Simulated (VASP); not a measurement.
Write the native input for VASP 6.6.1 that does the following.

| Property | Result |
| --- | --- |
| Task | single point |
| Functional | HF |
| Potentials or basis | VASP PAW PBE potentials, release 64 (Pb_d, S) |
| Cutoff | 520 eV |
| k mesh | 4 × 4 × 4 |
| Occupations | fermi-dirac, width 0.05 eV |
| Spin | no spin polarisation |
| Dipole correction | no |
| Grid for exact exchange (PRECFOCK) | Normal |
| Further INCAR settings | ALGO = Normal; EDIFF = 1e-06; NBANDS = 17 |
| Share of exact exchange | 1 |

Crystal: PbS.

```
CELL_PARAMETERS angstrom
2.14541 1.23866 4.02286
-2.14541 1.23866 4.02286
0.00000 -2.47731 4.02286
ATOMIC_POSITIONS crystal
Pb 0.00452 0.00452 0.00452
S 0.45108 0.45108 0.45108
```

These files were run (other wordings do the same):

POSCAR

```
PbS
1.0
    2.1454134356      1.2386550246      4.0228579739
   -2.1454134356      1.2386550246      4.0228579739
    0.0000000000     -2.4773100492      4.0228579739
Pb S
1 1
Direct
    1.0045180901      1.0045180901      1.0045180901
    0.4510832399      0.4510832399      0.4510832399
```

INCAR.step1

```
PREC     = Accurate       # precision mode
ENCUT    = 520            # plane-wave cutoff, eV
EDIFF    = 1E-5           # SCF threshold, eV
ISMEAR   = -1             # smearing method
SIGMA    = 0.05           # smearing width, eV
LREAL    = False          # projectors in reciprocal space
LASPH    = True           # aspherical terms in the spheres
NELM     = 60             # most SCF steps
ALGO     = Normal         # electronic algorithm
ISIF     = 2              # what is computed and relaxed
LWAVE    = True           # write WAVECAR
GGA      = PE             # functional
NBANDS   = 17             # bands
```

INCAR.step2

```
PREC     = Accurate       # precision mode
ENCUT    = 520            # plane-wave cutoff, eV
EDIFF    = 1E-6           # SCF threshold, eV
ISMEAR   = -1             # smearing method
SIGMA    = 0.05           # smearing width, eV
LREAL    = False          # projectors in reciprocal space
LASPH    = True           # aspherical terms in the spheres
NELM     = 60             # most SCF steps
ALGO     = Normal         # electronic algorithm
ISIF     = 2              # what is computed and relaxed
LWAVE    = False          # write WAVECAR
LCHARG   = True           # write CHGCAR
GGA      = PE             # functional
LHFCALC  = True           # exact exchange
AEXX     = 1.0            # exact-exchange fraction
ALDAC    = 0.0          
AGGAC    = 0.0          
PRECFOCK = Normal       
LELF     = True           # ELF
LVHAR    = True         
ISTART   = 1            
NBANDS   = 17             # bands
```

KPOINTS

```
regular mesh
0
Gamma
  4 4 4
```

Potentials or basis: VASP PAW PBE potentials, release 64 (Pb_d, S).

Command:

```bash
$ cat potpaw_PBE.64/Pb_d/POTCAR potpaw_PBE.64/S/POTCAR > POTCAR
$ cp INCAR.step1 INCAR
$ mpirun -np 1 vasp_std > vasp.out
$ cp INCAR.step2 INCAR
$ mpirun -np 1 vasp_std > vasp.out
```

It gave:

| Item | Value |
| --- | --- |
| Pressure | -0.4 GPa |
| Largest force | 0.030 eV/Å |
| Band gap on the k mesh | 6.66 eV (least direct gap 6.87 eV) |

Caveat: the k points lie up to 0.44 Å⁻¹ apart; the PAW data sets were made with another functional, which shifts forces and pressure a little; spin-orbit coupling is left out, which moves the levels of the heavy elements.

Run time: 36 min on 1 thread of AMD EPYC 7R43 64-Core Processor (Zen 3), with other jobs on the host, peak memory 0.18 GiB.
